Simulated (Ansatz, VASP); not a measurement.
**HfO2 in VASP and in Ansatz**

POSCAR

```
HfO2
1.0
    5.2465062900      0.0000000000      0.0000000000
    0.0000000000      5.0303689240      0.0000000000
    0.0000000000      0.0000000000      5.2110779855
Hf O
4 8
Direct
    0.0332728297      0.2663517293      0.2382926088
    0.4667271703      0.2663517293      0.7382926088
    0.5332728297      0.7336482707      0.2382926088
    0.9667271703      0.7336482707      0.7382926088
    0.3636661385      0.0651589910      0.3851412793
    0.1363338615      0.0651589910      0.8851412793
    0.7279342132      0.4640129713      0.4895661119
    0.7720657868      0.4640129713      0.9895661119
    0.2720657868      0.5359870287      0.9895661119
    0.2279342132      0.5359870287      0.4895661119
    0.8636661385      0.9348410090      0.3851412793
    0.6363338615      0.9348410090      0.8851412793
```

File INCAR.step1:

```
SYSTEM = HfO2
PREC     = Accurate       ! precision mode
ENCUT    = 520            ! plane-wave cutoff, eV
ISMEAR   = 0              ! smearing method
SIGMA    = 0.01           ! smearing width, eV
LREAL    = .False.        ! projectors in reciprocal space
LASPH    = .True.         ! aspherical terms in the spheres
NELM     = 80             ! most SCF steps
NBANDS   = 56             ! bands
GGA      = PE             ! functional
ALGO     = Normal         ! electronic algorithm
EDIFF    = 1E-4           ! SCF threshold, eV
LWAVE    = .True.         ! write WAVECAR
LCHARG   = .False.        ! write CHGCAR
```

Contents of INCAR.step2:

```
SYSTEM = HfO2
PREC     = Accurate       ! precision mode
ENCUT    = 520            ! plane-wave cutoff, eV
EDIFF    = 1E-6           ! SCF threshold, eV
ISMEAR   = 0              ! smearing method
SIGMA    = 0.01           ! smearing width, eV
LREAL    = .False.        ! projectors in reciprocal space
LASPH    = .True.         ! aspherical terms in the spheres
NELM     = 80             ! most SCF steps
ALGO     = Normal         ! electronic algorithm
ISIF     = 2              ! what is computed and relaxed
LWAVE    = .False.        ! write WAVECAR
LCHARG   = .True.         ! write CHGCAR
METAGGA  = R2SCAN         ! meta-GGA
LMIXTAU  = .True.       
LELF     = .True.         ! ELF
LVHAR    = .True.       
NBANDS   = 56             ! bands
ISTART   = 1
```

KPOINTS

```
Automatic mesh
0
Gamma
  6 6 6
  0 0 0
```

Input for Ansatz:

```yaml
crystal:
  lattice:
    - [5.24650629, 0.0, 0.0]
    - [0.0, 5.030368924, 0.0]
    - [0.0, 0.0, 5.2110779855]
  atoms:
    - { symbol: Hf, position: [0.0332728297, 0.2663517293, 0.2382926088] }
    - { symbol: Hf, position: [0.4667271703, 0.2663517293, 0.7382926088] }
    - { symbol: Hf, position: [0.5332728297, 0.7336482707, 0.2382926088] }
    - { symbol: Hf, position: [0.9667271703, 0.7336482707, 0.7382926088] }
    - { symbol: O, position: [0.3636661385, 0.065158991, 0.3851412793] }
    - { symbol: O, position: [0.1363338615, 0.065158991, 0.8851412793] }
    - { symbol: O, position: [0.7279342132, 0.4640129713, 0.4895661119] }
    - { symbol: O, position: [0.7720657868, 0.4640129713, 0.9895661119] }
    - { symbol: O, position: [0.2720657868, 0.5359870287, 0.9895661119] }
    - { symbol: O, position: [0.2279342132, 0.5359870287, 0.4895661119] }
    - { symbol: O, position: [0.8636661385, 0.934841009, 0.3851412793] }
    - { symbol: O, position: [0.6363338615, 0.934841009, 0.8851412793] }
kpoints:
  mp_grid: { grid: [6, 6, 6] }
  band_path:
    path:
      - [0.0, 0.0, 0.0]
      - [0.5, 0.0, 0.0]
      - [0.5, 0.5, 0.0]
      - [0.0, 0.5, 0.0]
      - [0.0, 0.0, 0.5]
      - [0.5, 0.0, 0.5]
      - [0.5, 0.5, 0.5]
      - [0.0, 0.5, 0.5]
      - [0.1, 0.5, 0.0]
      - [0.276042, -0.5, 0.359375]
    npoints: 1
hamiltonian:
  xc: r2scan
scf:
  occupations: { method: fixed }
  n_extra_bands: 7
output:
  forces: true
  stress: true
  eigenvalues: true
```

Change from the starting cell: uniaxial_z strain +3.0%.

Alike in both runs: task single point; functional r2SCAN; k mesh 6 × 6 × 6; no spin polarisation.

|  | VASP | Ansatz |
| --- | --- | --- |
| version | VASP 6.6.1 | Ansatz 0.2.0 |
| potentials or method | VASP PAW PBE potentials, release 64 (Hf_pv, O) | plane waves, PAW |
| plane-wave cutoff (eV) | 520 | 500 |
| occupations | gaussian, width 0.01 eV | fixed |
| valence electrons in the cell | 88 | 152 |

Ansatz gave:

| Property | Result |
| --- | --- |
| gap on the k mesh at the Fermi level (eV) | 4.85 |
| pressure (GPa) | -6.2 |
| traceless stress, the component that is largest in VASP (GPa) | -5.78 |
| rms of the force components (eV/Å) | 0.000 |

Q: Estimate VASP's values.

A: gap on the k mesh at the Fermi level (eV): 4.80; pressure (GPa): -9.6; traceless stress, the component that is largest in VASP (GPa): -5.79; rms of the force components (eV/Å): 0.030.

VASP's potentials were made for PBE, not for r2SCAN. Atom by atom the forces differ by 0.030 eV/Å (rms over components). VASP's potentials hold 88 valence electrons a cell and Ansatz's 152, so a difference there can come from the potentials and not from the codes.

Spin-orbit coupling is off throughout.
